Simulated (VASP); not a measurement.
# Ti3W (P6_3/mmc) in VASP: single point with PBE

Aim: the single point of Ti3W with PBE.

All numbers are computed with VASP 6.6.1; they aren't measurements. Logs are shortened: lines on timing, memory, paths and dates and some standing lists are left out, and cuts for length are marked.

## 1. The cell of the first run

It takes space group P6_3/mmc (No. 194, hexagonal). The conventional cell has a = 5.758 Å, b = 5.758 Å, c = 4.695 Å, α = 90.00°, β = 90.00°, γ = 120.00°. Within 3.7 Å of Ti (site symmetry mm2) lie 8 Ti at 2.83 to 2.93 Å and 4 W at 2.86 to 2.88 Å. W (site symmetry -6m2) has 12 Ti at 2.86 to 2.88 Å within 3.8 Å.

## 2. Single point, PBE

INCAR

```
SYSTEM = Ti3W
PREC = Accurate
ENCUT = 550
EDIFF = 1E-6
ISMEAR = 0
SIGMA = 0.1
LREAL = .False.
LASPH = .True.
NELM = 300
ALGO = All
ISIF = 2
LWAVE = .False.
LCHARG = .False.
GGA = PE
NBANDS = 60
GGA_COMPAT = .False.
ISEARCH = 1
KPAR = 4
```

KPOINTS

```
Automatic mesh
0
Gamma
  6 6 8
  0 0 0
```

POSCAR

```
Ti3W
1.0
    5.7584758428      0.0000000000      0.0000000000
   -2.8792379214      4.9869863670      0.0000000000
    0.0000000000      0.0000000000      4.6946639704
Ti W
6 2
Direct
    0.8306364795      0.6612729590      0.2500000000
    0.1693635205      0.8306364795      0.7500000000
    0.3387270410      0.1693635205      0.2500000000
    0.1693635205      0.3387270410      0.7500000000
    0.8306364795      0.1693635205      0.2500000000
    0.6612729590      0.8306364795      0.7500000000
    0.3333333333      0.6666666667      0.2500000000
    0.6666666667      0.3333333333      0.7500000000
```

Potentials or basis: VASP PAW PBE potentials, release 64 (Ti_sv, W_sv).

Launch:

```console
> cat potpaw_PBE.64/Ti_sv/POTCAR potpaw_PBE.64/W_sv/POTCAR > POTCAR
> mpirun -np 4 vasp_std > vasp.out
```

OUTCAR:

```text
SYSTEM = Ti3W
   PREC = Accurate
   ENCUT = 550
   EDIFF = 1E-6
   ISMEAR = 0
   LREAL = .False.
   LASPH = .True.
   NELM = 300
   ISIF = 2
   GGA = PE

 ion  position               nearest neighbor table
   1  0.831  0.661  0.250-   3 2.83   5 2.83   8 2.86   8 2.86   7 2.88   7 2.88   6 2.89   2 2.89
                             6 2.89   2 2.89
   2  0.169  0.831  0.750-   6 2.83   4 2.83   7 2.86   7 2.86   8 2.88   8 2.88   1 2.89   1 2.89
                             3 2.89   3 2.89
   3  0.339  0.169  0.250-   5 2.83   1 2.83   8 2.86   8 2.86   7 2.88   7 2.88   4 2.89   4 2.89
                             2 2.89   2 2.89
   4  0.169  0.339  0.750-   2 2.83   6 2.83   7 2.86   7 2.86   8 2.88   8 2.88   3 2.89   5 2.89
                             5 2.89   3 2.89
   5  0.831  0.169  0.250-   3 2.83   1 2.83   8 2.86   8 2.86   7 2.88   7 2.88   4 2.89   4 2.89
                             6 2.89   6 2.89
   6  0.661  0.831  0.750-   2 2.83   4 2.83   7 2.86   7 2.86   8 2.88   8 2.88   1 2.89   1 2.89
                             5 2.89   5 2.89
   7  0.333  0.667  0.250-   2 2.86   2 2.86   6 2.86   6 2.86   4 2.86   4 2.86   1 2.88   3 2.88
                             5 2.88   5 2.88   1 2.88   3 2.88
   8  0.667  0.333  0.750-   5 2.86   5 2.86   3 2.86   3 2.86   1 2.86   1 2.86   4 2.88   6 2.88
                             2 2.88   2 2.88   4 2.88   6 2.88

  LATTYP: Found a hexagonal cell.
 ALAT       =     5.7584758428
 C/A-ratio  =     0.8152615551

  Lattice vectors:

 A1 = (   5.7584758428,   0.0000000000,   0.0000000000)
 A2 = (  -2.8792379214,   4.9869863670,   0.0000000000)
 A3 = (   0.0000000000,   0.0000000000,   4.6946639704)

Analysis of symmetry for initial positions (statically):
=====================================================================
 Subroutine PRICEL returns:
 Original cell was already a primitive cell.

 Routine SETGRP: Setting up the symmetry group for a
 hexagonal supercell.

 Subroutine GETGRP returns: Found 24 space group operations
 (whereof 12 operations were pure point group operations)
 out of a pool of 24 trial point group operations.

The static configuration has the point symmetry D_3d.
 The point group associated with its full space group is D_6h.

Analysis of symmetry for dynamics (positions and initial velocities):
=====================================================================
 Subroutine PRICEL returns:
 Original cell was already a primitive cell.

 Routine SETGRP: Setting up the symmetry group for a
 hexagonal supercell.

 Subroutine GETGRP returns: Found 24 space group operations
[... 124 lines left out ...]
   POTIM  = 0.5000    time-step for ionic-motion
   TEBEG  =    0.0;   TEEND  =   0.0 temperature during run
   PSTRESS=    0.0 pullay stress
   NELECT =     100.0000    total number of electrons
   NUPDOWN=      -1.0000    fix difference up-down
   EMIN   =  10.00;   EMAX   =-10.00  energy-range for DOS
   EFERMI =   0.00;   METHOD = LEGACY
   ISMEAR =     0;   SIGMA  =   0.10  broadening in eV -4-tet -1-fermi 0-gaus
   EFERMI_NEDOS =   21; number of points for ismear=-14 and -15
   IALGO  =     58    algorithm
   IMIX   =      4    mixing-type and parameters
     AMIX     =   0.40;   BMIX     =  1.00
     AMIX_MAG =   1.60;   BMIX_MAG =  1.00
  volume/ion in A,a.u.               =      16.85       113.73
  Fermi-wavevector in a.u.,A,eV,Ry     =   1.481920  2.800423 29.879575  2.196087
  Thomas-Fermi vector in A             =   2.595770
   LORBIT       =      0    0 simple, 1 ext, 2 COOP (PROOUT), +10 PAW based schemes
   GGA     = PE    functional components
   LHFCALC =     F    Hartree Fock is set to
   AEXX    =    0.0000 exact exchange contribution
   IVDW    =     0    specifies the selected vdW correction
   LEPSILON=     F    determine dielectric tensor
   LRPA    =     F    only Hartree local field effects (RPA)
 non-spin polarized calculation
 Gauss-broadening in eV      SIGMA  =   0.10
  energy-cutoff  :      550.00
  volume of cell :      134.82
 maximum number of plane-waves:      3978
 NGX is ok and might be reduce to    48
   NGX = 21   NGY = 21   NGZ = 17

 number of electron     100.0000000 magnetization

 number of electron      99.9999998 magnetization

 Free energy of the ion-electron system (eV)
  ---------------------------------------------------
  ext. energy  EPLUGINS =         0.00000000
  ---------------------------------------------------
  free energy    TOTEN  =       -71.70562139 eV

  energy without entropy =      -71.63290572  energy(sigma->0) =      -71.66926356

 E-fermi :   9.0350     XC(G=0): -12.0583

 val. band max:        9.0348964565   @ k =   0.1667   0.1667   0.1250
 cond. band min:       9.0376619925   @ k =   0.1667   0.1667   0.1250
 fundamental gap:      0.0027655360
 Fermi energy:         9.0350446376

 k-point     1 :       0.0000    0.0000    0.0000
  band No.  band energies     occupation
      1     -64.4620      2.00000
      2     -64.4614      2.00000
      3     -47.7743      2.00000
      4     -47.6876      2.00000
      5     -47.6829      2.00000
      6     -47.6829      2.00000
[... 1501 lines left out ...]
     59      10.3270      0.00000
     60      10.3997      0.00000

 [... further k-points ...]

------------------------ aborting loop because EDIFF is reached ----------------------------------------

  FORCE on cell =-STRESS in cart. coord.  units (eV):
  Direction    XX          YY          ZZ          XY          YZ          ZX
  --------------------------------------------------------------------------------------
  -------------------------------------------------------------------------------------
  Total       -0.1428149     -0.1428149     -0.1358464      0.0000000      0.0000000      0.0000000
  in kB       -1.6972038     -1.6972038     -1.6143899      0.0000000      0.0000000      0.0000000
  external PRESSURE =      -1.6695992 kB  Pullay stress =       0.0000000 kB

 VOLUME and BASIS-vectors are now :
 -----------------------------------------------------------------------------
  energy-cutoff  :      550.00
  volume of cell :      134.82
      direct lattice vectors                 reciprocal lattice vectors
     5.758475843  0.000000000  0.000000000     0.173657063  0.100260952  0.000000000
    -2.879237921  4.986986367  0.000000000     0.000000000  0.200521904  0.000000000
     0.000000000  0.000000000  4.694663970     0.000000000  0.000000000  0.213007791

 POSITION                                       TOTAL-FORCE (eV/Angst)
 -----------------------------------------------------------------------------------
      2.87924      3.29776      1.17367        -0.000000     -0.001611      0.000000
     -1.41632      4.14237      3.52100         0.001395     -0.000805      0.000000
      1.46291      0.84461      1.17367         0.001395      0.000805     -0.000000
      0.00000      1.68923      3.52100        -0.000000      0.001611     -0.000000
      4.29556      0.84461      1.17367        -0.001395      0.000805      0.000000
      1.41632      4.14237      3.52100        -0.001395     -0.000805      0.000000
     -0.00000      3.32466      1.17367        -0.000000     -0.000000     -0.000000
      2.87924      1.66233      3.52100        -0.000000      0.000000      0.000000
 -----------------------------------------------------------------------------------
    total drift:                               -0.000001      0.000000     -0.000000

  FREE ENERGIE OF THE ION-ELECTRON SYSTEM (eV)
  ---------------------------------------------------
  free  energy   TOTEN  =       -71.7056213880 eV

  energy  without entropy=      -71.6329092244  energy(sigma->0) =      -71.66926531
```

OSZICAR:

```text
N       E                     dE             d eps       ncg     rms           ort
DAV:   1     0.152143645434E+04    0.15214E+04   -0.54510E+04  2100   0.222E+03
DAV:   2     0.113963000984E+03   -0.14075E+04   -0.13834E+04  2100   0.684E+02
DAV:   3    -0.564314787973E+02   -0.17039E+03   -0.16360E+03  2100   0.204E+02
DAV:   4    -0.783542534072E+02   -0.21923E+02   -0.21545E+02  2100   0.612E+01
DAV:   5    -0.800901156285E+02   -0.17359E+01   -0.17245E+01  2100   0.144E+01
SDA:   6    -0.509457994863E+02    0.29144E+02   -0.17245E+01  2100   0.159E+03   0.000E+00
CGA:   7    -0.684563706526E+02   -0.17511E+02   -0.15917E+02  2100   0.103E+02   0.655E+01
CGA:   8    -0.706525732491E+02   -0.21962E+01   -0.22029E+01  2100   0.424E+01  -0.244E+00
CGA:   9    -0.712648234878E+02   -0.61225E+00   -0.61186E+00  2100   0.113E+01   0.168E-02
CGA:  10    -0.715048822857E+02   -0.24006E+00   -0.24003E+00  2100   0.456E+00   0.119E-02
CGA:  11    -0.716014332625E+02   -0.96551E-01   -0.96589E-01  2100   0.234E+00  -0.149E-02
CGA:  12    -0.716484265849E+02   -0.46993E-01   -0.46982E-01  2100   0.110E+00   0.426E-03
[... 32 lines left out ...]
CGA:  45    -0.717056194958E+02   -0.13324E-05   -0.13151E-05  2100   0.376E-05  -0.211E-06
CGA:  46    -0.717056205344E+02   -0.10386E-05   -0.10385E-05  2100   0.248E-05   0.151E-07
SDA:  47    -0.717056213880E+02   -0.85362E-06   -0.85429E-06  2100   0.196E-05  -0.485E-07
   1 F= -.71705621E+02 E0= -.71669265E+02  d E =-.727122E-01
```

stdout:

```text
POSCAR found type information on POSCAR TiW
 POSCAR found :  2 types and       8 ions
 scaLAPACK will be used
 LDA part: xc-table for (Slater+PW92), standard interpolation
 POSCAR, INCAR and KPOINTS ok, starting setup
 FFT: planning ... GRIDC
 FFT: planning ... GRID_SOFT
[... 80 lines left out ...]
 gam= 0.943 trial= 0.637  step=  0.4717 mean=  0.6372
 gam= 0.681 g(H,U,f)=  0.358E-05 0.162E-06 0.172E-07 ort(H,U,f) =-0.153E-06-0.550E-07-0.351E-08
 gam= 0.681 trial= 0.621  step=  0.5750 mean=  0.6207
 gam= 0.660 g(H,U,f)=  0.239E-05 0.800E-07 0.121E-07 ort(H,U,f) = 0.824E-07-0.561E-07-0.111E-07
 gam= 0.660 trial= 0.616  step=  0.6864 mean=  0.6161
 gam= 0.000 g(H,U,f)=  0.186E-05 0.914E-07 0.139E-07 ort(H,U,f) =-0.366E-07-0.116E-07-0.307E-09
 gam= 0.000 trial= 0.623  step=  0.6227 mean=  0.6231
 final diagonalization occupied
```

It took 7.5 min on 4 MPI ranks of Intel Xeon Platinum 8259CL at 2.50GHz (Skylake/Cascade Lake), shared host; peak memory 0.67 GiB.

Results:

```
Free energy            : -71.7056 eV
Pressure               : -0.2 GPa
Band gap on the k mesh : zero (bands 50 and 51 overlap by 0.75 eV)
```

Levels at points of the mesh, in eV from the Fermi level:
```
           k point  band 47  band 48  band 49  band 50  band 51  band 52  band 53  band 54
(0.00, 0.00, 0.00)    -0.19    -0.19     0.46     0.50     0.51     0.53     0.54     0.55
(0.50, 0.00, 0.00)    -0.92    -0.58    -0.39    -0.08     0.23     0.33     0.36     0.61
(0.00, 0.00, 0.50)    -0.26    -0.26     0.50     0.50     0.50     0.50     1.33     1.33
(0.50, 0.00, 0.50)    -0.82    -0.82    -0.49    -0.49    -0.16    -0.16     0.05     0.05
```

Caveat: spin-orbit coupling is left out, which moves the levels of the heavy elements.
